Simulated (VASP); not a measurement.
# PbO3 (Fm-3m) in VASP: notebook

Runs on PbO3. Level: PBE. Tasks: single point, relaxation of cell and atoms.

All numbers are computed with VASP 6.6.1; they aren't measurements. Logs are shortened: lines on timing, memory, paths and dates and some standing lists are left out, and cuts for length are marked.

## (1) The cell of the first run

It takes space group Fm-3m (No. 225, cubic). Conventional cell: a = 5.618 Å, b = 5.618 Å, c = 5.618 Å, α = 90.00°, β = 90.00°, γ = 90.00°. Pb (site symmetry m-3m) has 14 O at 2.43 to 2.81 Å within 3.2 Å. Within 3.2 Å of O (site symmetry -43m) lie 4 Pb at 2.43 Å and 10 O at 2.43 to 2.81 Å. O (site symmetry m-3m) has 8 O at 2.43 Å and 6 Pb at 2.81 Å within 3.2 Å.

## (2) Single point, PBE

Contents of INCAR:

```
PREC = Accurate
ENCUT = 520
EDIFF = 1E-7
ISMEAR = 0
SIGMA = 0.1
LREAL = False
LASPH = True
NELM = 80
ALGO = Normal
ISIF = 2
LWAVE = False
LCHARG = False
GGA = PE
NBANDS = 24
```

Contents of KPOINTS:

```
regular mesh
0
Gamma
  6 6 6
```

Contents of POSCAR:

```
PbO3
1.0
    0.0000000000      2.8089060668      2.8089060668
    2.8089060668      0.0000000000      2.8089060668
    2.8089060668      2.8089060668      0.0000000000
Pb O
1 3
Direct
    0.5000000000      0.5000000000      0.5000000000
    0.2500000000      0.2500000000      0.2500000000
    0.7500000000      0.7500000000      0.7500000000
    0.0000000000      0.0000000000      0.0000000000
```

Potentials or basis: VASP PAW PBE potentials, release 64 (Pb_d, O).

Command:

```bash
> cat potpaw_PBE.64/Pb_d/POTCAR potpaw_PBE.64/O/POTCAR > POTCAR
> mpirun -np 1 vasp_std > vasp.out
```

OUTCAR:

```text
PREC = Accurate
   ENCUT = 520
   EDIFF = 1E-7
   ISMEAR = 0
   LREAL = False
   LASPH = True
   NELM = 80
   ISIF = 2
   GGA = PE

 ion  position               nearest neighbor table
   1  0.500  0.500  0.500-   2 2.43   2 2.43   2 2.43   2 2.43   3 2.43   3 2.43   3 2.43   3 2.43
                             4 2.81   4 2.81   4 2.81   4 2.81   4 2.81   4 2.81
   2  0.250  0.250  0.250-   1 2.43   1 2.43   1 2.43   1 2.43
   3  0.750  0.750  0.750-   1 2.43   1 2.43   1 2.43   1 2.43
   4  0.000  0.000  0.000-   1 2.81   1 2.81   1 2.81   1 2.81   1 2.81   1 2.81

  LATTYP: Found a face centered cubic cell.
 ALAT       =     5.6178121336

  Lattice vectors:

 A1 = (   0.0000000000,   2.8089060668,   2.8089060668)
 A2 = (   2.8089060668,   0.0000000000,   2.8089060668)
 A3 = (   2.8089060668,   2.8089060668,   0.0000000000)

Analysis of symmetry for initial positions (statically):
=====================================================================
 Subroutine PRICEL returns:
 Original cell was already a primitive cell.

 Routine SETGRP: Setting up the symmetry group for a
 face centered cubic supercell.

 Subroutine GETGRP returns: Found 48 space group operations
 (whereof 48 operations were pure point group operations)
 out of a pool of 48 trial point group operations.

The static configuration has the point symmetry O_h .

Analysis of symmetry for dynamics (positions and initial velocities):
=====================================================================
 Subroutine PRICEL returns:
 Original cell was already a primitive cell.

 Routine SETGRP: Setting up the symmetry group for a
 face centered cubic supercell.

 Subroutine GETGRP returns: Found 48 space group operations
 (whereof 48 operations were pure point group operations)
 out of a pool of 48 trial point group operations.

The dynamic configuration has the point symmetry O_h .

 Subroutine INISYM returns: Found 48 space group operations
 (whereof 48 operations are pure point group operations),
 and found     1 'primitive' translations

----------------------------------------------------------------------------------------

                                     Primitive cell

  volume of cell :      44.3243

  direct lattice vectors                    reciprocal lattice vectors
[... 79 lines left out ...]
   LASPH  =      T    aspherical Exc in radial PAW
   ENCUT  =  520.0 eV  38.22 Ry    6.18 a.u.   7.39  7.39  7.39*2*pi/ulx,y,z
   NELM   =     80;   NELMIN=  2; NELMDL= -5     # of ELM steps
   EDIFF  = 0.1E-06   stopping-criterion for ELM
   LREAL  =      F    real-space projection
   EDIFFG = 0.1E-05   stopping-criterion for IOM
   NSW    =      0    number of steps for IOM
   IBRION =     -1    ionic relax: 0-MD 1-quasi-New 2-CG
   NFREE  =      0    steps in history (QN), initial steepest desc. (CG)
   ISIF   =      2    stress and relaxation
   ISYM   =      2    0-nonsym 1-usesym 2-fastsym
   POTIM  = 0.5000    time-step for ionic-motion
   TEBEG  =    0.0;   TEEND  =   0.0 temperature during run
   PSTRESS=    0.0 pullay stress
   NELECT =      32.0000    total number of electrons
   NUPDOWN=      -1.0000    fix difference up-down
   EMIN   =  10.00;   EMAX   =-10.00  energy-range for DOS
   EFERMI =   0.00;   METHOD = LEGACY
   ISMEAR =     0;   SIGMA  =   0.10  broadening in eV -4-tet -1-fermi 0-gaus
   EFERMI_NEDOS =   21; number of points for ismear=-14 and -15
   IALGO  =     38    algorithm
   IMIX   =      4    mixing-type and parameters
     AMIX     =   0.40;   BMIX     =  1.00
     AMIX_MAG =   1.60;   BMIX_MAG =  1.00
  volume/ion in A,a.u.               =      11.08        74.78
  Fermi-wavevector in a.u.,A,eV,Ry     =   1.468625  2.775299 29.345857  2.156860
  Thomas-Fermi vector in A             =   2.584100
   LORBIT       =      0    0 simple, 1 ext, 2 COOP (PROOUT), +10 PAW based schemes
   GGA     = PE    functional components
   LHFCALC =     F    Hartree Fock is set to
   AEXX    =    0.0000 exact exchange contribution
   IVDW    =     0    specifies the selected vdW correction
   LEPSILON=     F    determine dielectric tensor
   LRPA    =     F    only Hartree local field effects (RPA)
 non-spin polarized calculation
 Gauss-broadening in eV      SIGMA  =   0.10
  energy-cutoff  :      520.00
  volume of cell :       44.32
 maximum number of plane-waves:      1243
 NGX is ok and might be reduce to    30
   NGX = 15   NGY = 15   NGZ = 15

 number of electron      32.0000012 magnetization

 Free energy of the ion-electron system (eV)
  ---------------------------------------------------
  ext. energy  EPLUGINS =         0.00000000
  ---------------------------------------------------
  free energy    TOTEN  =       -16.80749322 eV

  energy without entropy =      -16.77482545  energy(sigma->0) =      -16.79115933

 E-fermi :   5.6898     XC(G=0): -11.9566

 val. band max:        5.6765837922   @ k =  -0.3333   0.3333   0.1667
 cond. band min:       5.7287408590   @ k =  -0.3333   0.3333   0.1667
 fundamental gap:      0.0521570669
 Fermi energy:         5.6898313984

 k-point     1 :       0.0000    0.0000    0.0000
  band No.  band energies     occupation
      1     -13.4204      2.00000
      2     -10.5290      2.00000
      3      -9.9374      2.00000
      4      -9.9374      2.00000
      5      -9.9374      2.00000
      6      -9.7695      2.00000
[... 421 lines left out ...]
     23      21.4762      0.00000
     24      21.6857      0.00000

------------------------ aborting loop because EDIFF is reached ----------------------------------------

  FORCE on cell =-STRESS in cart. coord.  units (eV):
  Direction    XX          YY          ZZ          XY          YZ          ZX
  --------------------------------------------------------------------------------------
  -------------------------------------------------------------------------------------
  Total        0.0202680      0.0202680      0.0202680     -0.0000000     -0.0000000      0.0000000
  in kB        0.7326212      0.7326212      0.7326212     -0.0000000     -0.0000000      0.0000000
  external PRESSURE =       0.7326212 kB  Pullay stress =       0.0000000 kB

 VOLUME and BASIS-vectors are now :
 -----------------------------------------------------------------------------
  energy-cutoff  :      520.00
  volume of cell :       44.32
      direct lattice vectors                 reciprocal lattice vectors
     0.000000000  2.808906067  2.808906067    -0.178005241  0.178005241  0.178005241
     2.808906067  0.000000000  2.808906067     0.178005241 -0.178005241  0.178005241
     2.808906067  2.808906067  0.000000000     0.178005241  0.178005241 -0.178005241

 POSITION                                       TOTAL-FORCE (eV/Angst)
 -----------------------------------------------------------------------------------
      2.80891      2.80891      2.80891         0.000000      0.000000      0.000000
      1.40445      1.40445      1.40445        -0.000000     -0.000000     -0.000000
      4.21336      4.21336      4.21336         0.000000      0.000000      0.000000
      0.00000      0.00000      0.00000         0.000000      0.000000      0.000000
 -----------------------------------------------------------------------------------
    total drift:                                0.000000     -0.000000      0.000000

  FREE ENERGIE OF THE ION-ELECTRON SYSTEM (eV)
  ---------------------------------------------------
  free  energy   TOTEN  =       -16.8074932160 eV

  energy  without entropy=      -16.7748254452  energy(sigma->0) =      -16.79115933
```

OSZICAR:

```text
N       E                     dE             d eps       ncg     rms          rms(c)
DAV:   1     0.295627601410E+03    0.29563E+03   -0.16131E+04   792   0.162E+03
DAV:   2     0.595049423566E+01   -0.28968E+03   -0.26893E+03   864   0.428E+02
DAV:   3    -0.179203394786E+02   -0.23871E+02   -0.22791E+02   864   0.121E+02
DAV:   4    -0.185419277467E+02   -0.62159E+00   -0.61660E+00   912   0.203E+01
DAV:   5    -0.185583251719E+02   -0.16397E-01   -0.16396E-01   960   0.348E+00    0.742E+00
DAV:   6    -0.169782523759E+02    0.15801E+01   -0.40404E+00  1112   0.289E+01    0.431E+00
DAV:   7    -0.170843131147E+02   -0.10606E+00   -0.15782E+00   968   0.113E+01    0.489E+00
DAV:   8    -0.168108150418E+02    0.27350E+00   -0.44465E-01  1048   0.607E+00    0.106E+00
DAV:   9    -0.168081546579E+02    0.26604E-02   -0.72471E-02   896   0.234E+00    0.299E-01
DAV:  10    -0.168074483768E+02    0.70628E-03   -0.33076E-03  1072   0.449E-01    0.108E-01
DAV:  11    -0.168075113731E+02   -0.62996E-04   -0.92780E-04   848   0.224E-01    0.371E-02
DAV:  12    -0.168074926409E+02    0.18732E-04   -0.45214E-05   936   0.526E-02    0.867E-03
DAV:  13    -0.168074934653E+02   -0.82441E-06   -0.30406E-06   912   0.191E-02    0.389E-03
DAV:  14    -0.168074933106E+02    0.15471E-06   -0.18494E-07   800   0.365E-03    0.165E-03
DAV:  15    -0.168074932160E+02    0.94641E-07   -0.95375E-08   544   0.349E-03
   1 F= -.16807493E+02 E0= -.16791159E+02  d E =-.326678E-01
```

Run time: 45 s. Hardware: 1 thread of Intel Xeon 8259CL, shared host; peak memory 0.17 GiB.

What came out:

```
Free energy            : -16.8075 eV
Pressure               : 0.1 GPa
Band gap on the k mesh : zero (band 16 reaches 5.95 eV, above the bottom of band 17 at 4.76 eV)
```

Caveat: spin-orbit coupling is left out, which moves the levels of the heavy elements.

## (3) Relaxation of cell and atoms, PBE

This run uses another cell than the first one, of 16.08 Å³/atom, 1.451 times its volume.

Contents of INCAR:

```
SYSTEM = PbO3
  ALGO = Normal
  EDIFF = 1E-6
  EDIFFG = -0.04
  ENCUT = 600
  GGA = PE
  IBRION = 2
  ISIF = 3
  ISMEAR = 0
  LASPH = .TRUE.
  LCHARG = .FALSE.
  LREAL = .FALSE.
  LWAVE = .FALSE.
  NELM = 60
  NSW = 90
  PREC = Accurate
  SIGMA = 0.1
```

Contents of KPOINTS:

```
k-points
0
G
  6 6 6
  0 0 0
```

Contents of POSCAR:

```
PbO3
1.0
    0.0000000000      3.1798865600      3.1798865600
    3.1798865600      0.0000000000      3.1798865600
    3.1798865600      3.1798865600      0.0000000000
Pb O
1 3
Direct
    0.5000000000      0.5000000000      0.5000000000
    0.2500000000      0.2500000000      0.2500000000
    0.7500000000      0.7500000000      0.7500000000
    0.0000000000      0.0000000000      0.0000000000
```

Potentials or basis: VASP PAW PBE potentials, release 64 (Pb_d, O).

Command:

```bash
> cat potpaw_PBE.64/Pb_d/POTCAR potpaw_PBE.64/O/POTCAR > POTCAR
> mpirun -np 1 vasp_std > vasp.out
```

Wall time 2.2 min (1 thread of Intel Xeon 8259CL, shared host); peak memory 0.22 GiB.

It converged, with:

```
Free energy                            : -16.8515 eV
Relaxed volume                         : 11.06 Å³/atom
Relaxed cell                           : a = 3.970 Å, b = 3.970 Å, c = 3.970 Å, α = 60.00°, β = 60.00°, γ = 60.00°
Space group after relaxing (to 0.05 Å) : Fm-3m (No. 225)
Energy gained by relaxing              : 392.6 meV/atom
Ionic steps                            : 4
Pressure after relaxing                : 0.3 GPa
Band gap on the k mesh                 : zero (band 16 reaches 5.97 eV, above the bottom of band 17 at 4.78 eV)
```

The path:
| step | energy change (eV) | largest force (eV/Å) | pressure (GPa) | volume (Å³) |
| --- | --- | --- | --- | --- |
| 1 | 0.0000 | 0.0000 | -16.76 | 64.31 |
| 2 | -1.3601 | 0.0000 | -10.66 | 49.89 |
| 3 | -1.5691 | 0.0000 | -1.02 | 44.71 |
| 4 | -1.5703 | 0.0000 | 0.26 | 44.24 |

Final structure:
```
Pb O
1.0
     0.00000    2.80719    2.80719
     2.80719    0.00000    2.80719
     2.80719    2.80719    0.00000
Pb O
1 3
Direct
  0.50000 0.50000 0.50000
  0.25000 0.25000 0.25000
  0.75000 0.75000 0.75000
  0.00000 0.00000 0.00000
```

Levels at points of the mesh, in eV from the Fermi level:
```
           k point  band 13  band 14  band 15  band 16  band 17  band 18  band 19  band 20
(0.00, 0.00, 0.00)    -2.43    -2.43    -2.43    -0.93    -0.93    -0.93     8.38     8.38
(0.50, 0.00, 0.00)    -2.96    -2.55    -0.23     0.20     0.20     1.37     7.98     8.10
(0.50, 0.50, 0.00)    -0.85    -0.83    -0.83     0.15     0.15     1.16     7.46     9.95
```

Caveat: the volume moved by over 15 % at a fixed basis, so the end points are rough; spin-orbit coupling is left out, which moves the levels of the heavy elements.
